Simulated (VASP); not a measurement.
# Nb (Im-3m) in VASP: a series of runs

The runs below take Nb through single point, with PBE.

All numbers are computed with VASP 6.6.1; they aren't measurements. Logs are shortened: lines on timing, memory, paths and dates and some standing lists are left out, and cuts for length are marked.

## Step 1: The cell of the first run

Symmetry: Im-3m, No. 229, cubic system. Conventional cell: a = 3.350 Å, b = 3.350 Å, c = 3.350 Å, α = 90.00°, β = 90.00°, γ = 90.00°. Within 3.8 Å of Nb (site symmetry m-3m) lie 14 Nb at 2.90 to 3.35 Å.

## Step 2: Single point, PBE

INCAR reads:

```
ALGO = Normal ; EDIFF = 1E-6
ENCUT = 500 ; GGA = PE
GGA_COMPAT = False ; ISIF = 2
ISMEAR = 1 ; LASPH = True
LCHARG = True ; LELF = True
LREAL = False ; LVHAR = True
LWAVE = False ; NBANDS = 12
NELM = 120 ; PREC = Accurate
SIGMA = 0.1
```

KPOINTS reads:

```
k-points
0
Gamma
  11 11 11
```

POSCAR reads:

```
Nb
1.0
   -1.6749698576      1.6749698576      1.6749698576
    1.6749698576     -1.6749698576      1.6749698576
    1.6749698576      1.6749698576     -1.6749698576
Nb
1
Direct
    0.0000000000      0.0000000000      0.0000000000
```

Potentials or basis: VASP PAW PBE potentials, release 64 (Nb_sv).

The run is started by

```bash
cat potpaw_PBE.64/Nb_sv/POTCAR > POTCAR
mpirun -np 1 vasp_std > vasp.out
```

OUTCAR:

```text
EDIFF = 1E-6
   ENCUT = 500
   GGA = PE
   ISIF = 2
   ISMEAR = 1
   LASPH = True
   LREAL = False
   NELM = 120
   PREC = Accurate

 ion  position               nearest neighbor table
   1  0.000  0.000  0.000-

  LATTYP: Found a body centered cubic cell.
 ALAT       =     3.3499397152

  Lattice vectors:

 A1 = (  -1.6749698576,   1.6749698576,   1.6749698576)
 A2 = (   1.6749698576,  -1.6749698576,   1.6749698576)
 A3 = (   1.6749698576,   1.6749698576,  -1.6749698576)

Analysis of symmetry for initial positions (statically):
=====================================================================
 Subroutine PRICEL returns:
 Original cell was already a primitive cell.

 Routine SETGRP: Setting up the symmetry group for a
 body centered cubic supercell.

 Subroutine GETGRP returns: Found 48 space group operations
 (whereof 48 operations were pure point group operations)
 out of a pool of 48 trial point group operations.

The static configuration has the point symmetry O_h .

Analysis of symmetry for dynamics (positions and initial velocities):
=====================================================================
 Subroutine PRICEL returns:
 Original cell was already a primitive cell.

 Routine SETGRP: Setting up the symmetry group for a
 body centered cubic supercell.

 Subroutine GETGRP returns: Found 48 space group operations
 (whereof 48 operations were pure point group operations)
 out of a pool of 48 trial point group operations.

The dynamic configuration has the point symmetry O_h .

 Subroutine INISYM returns: Found 48 space group operations
 (whereof 48 operations are pure point group operations),
 and found     1 'primitive' translations

----------------------------------------------------------------------------------------

                                     Primitive cell

  volume of cell :      18.7967

  direct lattice vectors                    reciprocal lattice vectors
    -1.674969858  1.674969858  1.674969858     0.000000000  0.298512835  0.298512835
     1.674969858 -1.674969858  1.674969858     0.298512835  0.000000000  0.298512835
     1.674969858  1.674969858 -1.674969858     0.298512835  0.298512835  0.000000000

  length of vectors
     2.901132895  2.901132895  2.901132895     0.422160899  0.422160899  0.422160899

  position of ions in fractional coordinates (direct lattice)
     0.000000000  0.000000000  0.000000000

  ion indices of the primitive-cell ions
   primitive index   ion index
                 1           1

----------------------------------------------------------------------------------------

 KPOINTS: k-points

Automatic generation of k-mesh.
 Grid dimensions read from file:
 generate k-points for:   11   11   11

 Generating k-lattice:

  Cartesian coordinates                     Fractional coordinates (reciprocal lattice)
     0.000000000  0.027137530  0.027137530     0.090909091  0.000000000  0.000000000
     0.027137530  0.000000000  0.027137530     0.000000000  0.090909091  0.000000000
     0.027137530  0.027137530  0.000000000     0.000000000  0.000000000  0.090909091

  Length of vectors
     0.038378264  0.038378264  0.038378264

  Shift w.r.t. Gamma in fractional coordinates (k-lattice)
     0.000000000  0.000000000  0.000000000

 Subroutine IBZKPT returns following result:
 ===========================================

 Found     56 irreducible k-points:

 Following reciprocal coordinates:
            Coordinates               Weight
  0.000000  0.000000  0.000000      1.000000
  0.090909  0.000000  0.000000     12.000000
  0.181818  0.000000  0.000000     12.000000
  0.272727  0.000000  0.000000     12.000000
  0.363636  0.000000  0.000000     12.000000
  0.454545  0.000000  0.000000     12.000000
[... 16 lines left out ...]
  0.272727  0.181818  0.090909     48.000000
  0.363636  0.181818  0.090909     24.000000
 [... further k-points ...]
   k-points           NKPTS =     56   k-points in BZ     NKDIM =     56   number of bands    NBANDS=     12
   number of dos      NEDOS =    301   number of ions     NIONS =      1
   total plane-waves  NPLWV =  13824
   dimension x,y,z NGX =    24 NGY =   24 NGZ =   24
   dimension x,y,z NGXF=    48 NGYF=   48 NGZF=   48
   ions per type =               1
   NGX,Y,Z   is equivalent  to a cutoff of  13.75, 13.75, 13.75 a.u.
   NGXF,Y,Z  is equivalent  to a cutoff of  27.51, 27.51, 27.51 a.u.
 SYSTEM =  unknown system
   PREC   = accura    normal or accurate (medium, high low for compatibility)
   ISTART =      0    job   : 0-new  1-cont  2-samecut
   ICHARG =      2    charge: 1-file 2-atom 10-const
   ISPIN  =      1    spin polarized calculation?
   LNONCOLLINEAR =      F non collinear calculations
   LSORBIT =      F    spin-orbit coupling
   LASPH  =      T    aspherical Exc in radial PAW
   ENCUT  =  500.0 eV  36.75 Ry    6.06 a.u.   5.29  5.29  5.29*2*pi/ulx,y,z
   NELM   =    120;   NELMIN=  2; NELMDL= -5     # of ELM steps
   EDIFF  = 0.1E-05   stopping-criterion for ELM
   LREAL  =      F    real-space projection
   EDIFFG = 0.1E-04   stopping-criterion for IOM
   NSW    =      0    number of steps for IOM
   IBRION =     -1    ionic relax: 0-MD 1-quasi-New 2-CG
   NFREE  =      0    steps in history (QN), initial steepest desc. (CG)
   ISIF   =      2    stress and relaxation
   ISYM   =      2    0-nonsym 1-usesym 2-fastsym
   POTIM  = 0.5000    time-step for ionic-motion
   TEBEG  =    0.0;   TEEND  =   0.0 temperature during run
   PSTRESS=    0.0 pullay stress
   NELECT =      13.0000    total number of electrons
   NUPDOWN=      -1.0000    fix difference up-down
   EMIN   =  10.00;   EMAX   =-10.00  energy-range for DOS
   EFERMI =   0.00;   METHOD = LEGACY
   ISMEAR =     1;   SIGMA  =   0.10  broadening in eV -4-tet -1-fermi 0-gaus
   EFERMI_NEDOS =   21; number of points for ismear=-14 and -15
   IALGO  =     38    algorithm
   IMIX   =      4    mixing-type and parameters
     AMIX     =   0.40;   BMIX     =  1.00
     AMIX_MAG =   1.60;   BMIX_MAG =  1.00
  volume/ion in A,a.u.               =      18.80       126.85
  Fermi-wavevector in a.u.,A,eV,Ry     =   1.447757  2.735864 28.517809  2.096000
  Thomas-Fermi vector in A             =   2.565675
   LORBIT       =      0    0 simple, 1 ext, 2 COOP (PROOUT), +10 PAW based schemes
   GGA     = PE    functional components
   LHFCALC =     F    Hartree Fock is set to
   AEXX    =    0.0000 exact exchange contribution
   IVDW    =     0    specifies the selected vdW correction
   LEPSILON=     F    determine dielectric tensor
   LRPA    =     F    only Hartree local field effects (RPA)
 non-spin polarized calculation
 Methfessel and Paxton  Order N= 1 SIGMA  =   0.10
  energy-cutoff  :      500.00
  volume of cell :       18.80
 maximum number of plane-waves:       486
 NGX is ok and might be reduce to    24
   NGX = 11   NGY = 11   NGZ = 11

 number of electron      12.9999999 magnetization

 Free energy of the ion-electron system (eV)
  ---------------------------------------------------
  ext. energy  EPLUGINS =         0.00000000
  ---------------------------------------------------
  free energy    TOTEN  =       -10.19779291 eV

  energy without entropy =      -10.19791824  energy(sigma->0) =      -10.19783468

 E-fermi :  10.5410     XC(G=0): -12.2840

 val. band max:       10.5240342793   @ k =  -0.1818   0.2727   0.0909
 cond. band min:      10.5428317928   @ k =  -0.3636   0.3636   0.1818
 fundamental gap:      0.0187975135
 Fermi energy:        10.5409876133

 k-point     1 :       0.0000    0.0000    0.0000
  band No.  band energies     occupation
      1     -43.8544      2.00000
      2     -19.2352      2.00000
      3     -19.2352      2.00000
      4     -19.2352      2.00000
      5       4.7296      2.00000
      6      10.9591     -0.00000
      7      10.9591     -0.00000
      8      10.9591     -0.00000
      9      13.7295      0.00000
     10      13.7295      0.00000
     11      24.6916      0.00000
     12      24.6916      0.00000

 k-point     2 :       0.0909    0.0000    0.0000
  band No.  band energies     occupation
      1     -43.8384      2.00000
      2     -19.3357      2.00000
      3     -19.2661      2.00000
      4     -19.2359      2.00000
      5       5.0504      2.00000
      6      10.7673     -0.00625
      7      10.9058     -0.00000
      8      11.2661     -0.00000
      9      13.4614      0.00000
     10      13.7329      0.00000
     11      24.9338      0.00000
     12      25.2475      0.00000

 k-point     3 :       0.1818    0.0000    0.0000
  band No.  band energies     occupation
      1     -43.7950      2.00000
      2     -19.5992      2.00000
      3     -19.3480      2.00000
      4     -19.2379      2.00000
      5       5.8965      2.00000
      6      10.2976      2.00310
      7      10.6590     -0.07028
      8      12.1563     -0.00000
      9      13.1639      0.00000
     10      13.7780      0.00000
     11      25.1992      0.00000
     12      26.3799      0.00000

 k-point     4 :       0.2727    0.0000    0.0000
  band No.  band energies     occupation
      1     -43.7377      2.00000
      2     -19.9319      2.00000
      3     -19.4535      2.00000
      4     -19.2406      2.00000
      5       6.8204      2.00000
      6       9.7587      2.00000
      7      10.5207      1.33584
      8      13.3059      0.00000
      9      13.5243      0.00000
     10      13.9200      0.00000
     11      24.4189      0.00000
     12      25.6436      0.00000

 k-point     5 :       0.3636    0.0000    0.0000
  band No.  band energies     occupation
      1     -43.6844      2.00000
      2     -20.2266      2.00000
      3     -19.5486      2.00000
      4     -19.2431      2.00000
      5       7.1396      2.00000
      6       9.3200      2.00000
      7      11.2808     -0.00000
      8      13.6353      0.00000
      9      14.1513      0.00000
     10      15.1311      0.00000
     11      23.0837      0.00000
     12      23.7012      0.00000
[... 228 lines left out ...]
      1     -43.8227      2.00000
      2     -19.3700      2.00000
      3     -19.2974      2.00000
      4     -19.2974      2.00000
      5       5.3620      2.00000
      6      10.9116     -0.00000
      7      10.9116     -0.00000
      8      11.2495     -0.00000
      9      12.8502      0.00000
     10      14.0395      0.00000
     11      25.4741      0.00000
     12      25.7744      0.00000

 k-point    22 :       0.1818    0.1818    0.0909
  band No.  band energies     occupation
      1     -43.6805      2.00000
      2     -20.1506      2.00000
      3     -19.5368      2.00000
      4     -19.3932      2.00000
      5       8.2750      2.00000
      6       9.3217      2.00000
      7       9.5388      2.00000
      8      13.7470      0.00000
      9      14.2047      0.00000
     10      16.5933      0.00000
     11      23.7571      0.00000
     12      24.6410      0.00000

 k-point    23 :       0.2727    0.1818    0.0909
  band No.  band energies     occupation
      1     -43.6493      2.00000
      2     -20.2077      2.00000
      3     -19.6937      2.00000
      4     -19.4224      2.00000
      5       8.3750      2.00000
      6       9.1553      2.00000
      7      10.2976      2.00310
      8      13.9661      0.00000
      9      14.3989      0.00000
     10      18.3310      0.00000
     11      21.6124      0.00000
     12      23.4524      0.00000

 k-point    24 :       0.3636    0.1818    0.0909
  band No.  band energies     occupation
      1     -43.6376      2.00000
      2     -20.2120      2.00000
      3     -19.7719      2.00000
      4     -19.4306      2.00000
      5       8.2951      2.00000
      6       9.1009      2.00000
      7      10.8347     -0.00026
      8      14.0792      0.00000
      9      14.4603      0.00000
     10      19.2050      0.00000
     11      20.5440      0.00000
     12      22.9051      0.00000

 [... further k-points ...]
[... 5 lines left out ...]
  --------------------------------------------------------------------------------------
  -------------------------------------------------------------------------------------
  Total       -0.6335425     -0.6335425     -0.6335425     -0.0000000      0.0000000     -0.0000000
  in kB      -54.0014416    -54.0014416    -54.0014416     -0.0000000      0.0000000     -0.0000000
  external PRESSURE =     -54.0014416 kB  Pullay stress =       0.0000000 kB

 VOLUME and BASIS-vectors are now :
 -----------------------------------------------------------------------------
  energy-cutoff  :      500.00
  volume of cell :       18.80
      direct lattice vectors                 reciprocal lattice vectors
    -1.674969858  1.674969858  1.674969858     0.000000000  0.298512835  0.298512835
     1.674969858 -1.674969858  1.674969858     0.298512835  0.000000000  0.298512835
     1.674969858  1.674969858 -1.674969858     0.298512835  0.298512835  0.000000000

 POSITION                                       TOTAL-FORCE (eV/Angst)
 -----------------------------------------------------------------------------------
      0.00000      0.00000      0.00000        -0.000000      0.000000      0.000000
 -----------------------------------------------------------------------------------
    total drift:                                0.000000      0.000000     -0.000000

  FREE ENERGIE OF THE ION-ELECTRON SYSTEM (eV)
  ---------------------------------------------------
  free  energy   TOTEN  =       -10.1977929051 eV

  energy  without entropy=      -10.1979182406  energy(sigma->0) =      -10.19783468
```

Run time: 22 s. Hardware: 1 thread of Intel Xeon 8259CL, shared host; peak memory 0.14 GiB.

What came out:

| Item | Value |
| --- | --- |
| Free energy | -10.1978 eV |
| Pressure | -5.4 GPa |

## Step 3: Single point, PBE

This run uses another cell than the first one, of 19.17 Å³/atom, 1.020 times its volume.

INCAR reads:

```
SYSTEM = Nb
PREC = Accurate
ENCUT = 500
EDIFF = 1E-6
ISMEAR = 1
SIGMA = 0.1
LREAL = .False.
LASPH = .True.
NELM = 120
ALGO = Normal
ISIF = 2
LWAVE = .False.
LCHARG = .True.
GGA = PE
LELF = .True.
LVHAR = .True.
NBANDS = 12
GGA_COMPAT = .False.
```

KPOINTS reads:

```
regular mesh
0
Gamma
  11 11 11
  0 0 0
```

POSCAR reads:

```
Nb
1.0
   -1.6858465900      1.6858465900      1.6858465900
    1.6858465900     -1.6858465900      1.6858465900
    1.6858465900      1.6858465900     -1.6858465900
Nb
1
Direct
    0.0000000000      0.0000000000      0.0000000000
```

Potentials or basis: VASP PAW PBE potentials, release 64 (Nb_sv).

The run is started by

```bash
cat potpaw_PBE.64/Nb_sv/POTCAR > POTCAR
mpirun -np 1 vasp_std > vasp.out
```

Run time: 22 s. Hardware: 1 thread of Intel Xeon 8259CL, shared host; peak memory 0.14 GiB.

Results (log left out):

| Property | Result |
| --- | --- |
| Free energy | -10.1823 eV |
| Pressure | -8.3 GPa |

Levels at points of the mesh, in eV from the Fermi level:
```csv
k point,band 4,band 5,band 6,band 7,band 8,band 9
"(0.00, 0.00, 0.00)",-29.85,-5.78,0.41,0.41,0.41,3.12
```

## Step 4: Single point, PBE

This run uses another cell than the first one, of 19.53 Å³/atom, 1.039 times its volume.

INCAR reads:

```
  ALGO = Normal
  EDIFF = 1E-6
  ENCUT = 500
  GGA = PE
  GGA_COMPAT = False
  ISIF = 2
  ISMEAR = 1
  LASPH = True
  LCHARG = True
  LELF = True
  LREAL = False
  LVHAR = True
  LWAVE = False
  NBANDS = 12
  NELM = 120
  PREC = Accurate
  SIGMA = 0.1
```

KPOINTS reads:

```
k-points
0
Gamma
  11 11 11
```

POSCAR reads:

```
Nb
1.0
   -1.6965847559      1.6965847559      1.6965847559
    1.6965847559     -1.6965847559      1.6965847559
    1.6965847559      1.6965847559     -1.6965847559
Nb
1
Direct
    0.0000000000      0.0000000000      0.0000000000
```

The run is started by

```bash
cat potpaw_PBE.64/Nb_sv/POTCAR > POTCAR
mpirun -np 1 vasp_std > vasp.out
```

It took 23 s on 1 thread of Intel Xeon 8259CL, shared host; peak memory 0.14 GiB.

The run converged. Its results:

```
Free energy : -10.1605 eV
Pressure    : -11.0 GPa
```

Levels at points of the mesh, in eV from the Fermi level:
| k point | band 4 | band 5 | band 6 | band 7 | band 8 | band 9 |
| --- | --- | --- | --- | --- | --- | --- |
| (0.00, 0.00, 0.00) | -29.92 | -5.75 | 0.40 | 0.40 | 0.40 | 3.05 |

## Step 5: The runs side by side

| cell | gap on the mesh (eV) | pressure (GPa) |
| --- | --- | --- |
| a = 2.901 Å, angles 109.5°, 1 atom | none | -5.4 |
| a = 2.920 Å, angles 109.5°, 1 atom | none | -8.3 |
| a = 2.939 Å, angles 109.5°, 1 atom | none | -11.0 |

Alike in all rows: task single point; level PBE; potentials or basis VASP PAW PBE potentials, release 64 (Nb_sv); no spin polarisation; k mesh 11 × 11 × 11; cutoff (eV) 500; smearing methfessel-paxton 0.1 eV.

Absolute energies hang on the potentials; compare differences alone.
